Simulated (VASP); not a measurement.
Write the native input for VASP 6.6.1 that does the following.

```
Task                   : single point
Functional             : LDA
Potentials or basis    : VASP PAW LDA potentials, release 64 (Mg_sv, O)
Cutoff                 : 840 eV
k mesh                 : 9 × 9 × 8
Occupations            : gaussian, width 0.05 eV
Spin                   : no spin polarisation
Dipole correction      : no
Further INCAR settings : ALGO = Normal; EDIFF = 1e-06; NBANDS = 15
```

The structure of MgO lies in POSCAR:

```
MgO
1.0
    2.9380209034      0.0000000000      0.0000000000
   -1.4690104517      2.5444007392      0.0000000000
    0.0000000000      0.0000000000      2.6796800000
Mg O
1 1
Direct
    0.0000000000      0.0000000000      0.0000000000
    0.3333333333      0.6666666667      0.4440231669
```

This cell differs from its parent crystal: all O atoms moved +0.150 Å, as atom 2 towards its neighbour atom 2 (O) at 2.680 Å.

The input as run:

INCAR

```
SYSTEM = MgO
  PREC = Accurate
  ENCUT = 840
  EDIFF = 1E-6
  ISMEAR = 0
  SIGMA = 0.05
  LREAL = .FALSE.
  LASPH = .TRUE.
  NELM = 120
  ALGO = Normal
  ISIF = 2
  LWAVE = .FALSE.
  LCHARG = .FALSE.
  GGA = CA
  NBANDS = 15
  GGA_COMPAT = .FALSE.
```

KPOINTS

```
Automatic mesh
0
G
  9 9 8
  0 0 0
```

Potentials or basis: VASP PAW LDA potentials, release 64 (Mg_sv, O).

Command:

```console
$ cat potpaw_LDA.64/Mg_sv/POTCAR potpaw_LDA.64/O/POTCAR > POTCAR
$ mpirun -np 1 vasp_std > vasp.out
```

It gave:

```json
{
  "Pressure": "-7.1 GPa",
  "Largest force": "0.458 eV/Å",
  "Band gap on the k mesh": "2.93 eV (least direct gap 3.37 eV)"
}
```

Caveat: the cell differs from its parent crystal (all O atoms moved +0.150 Å, as atom 2 towards its neighbour atom 2 (O) at 2.680 Å); the cell stands under tension.

It took 20 s on 1 thread of Intel(R) Xeon(R) 6975P-C (Granite Rapids), on a shared host, peak memory 0.16 GiB.
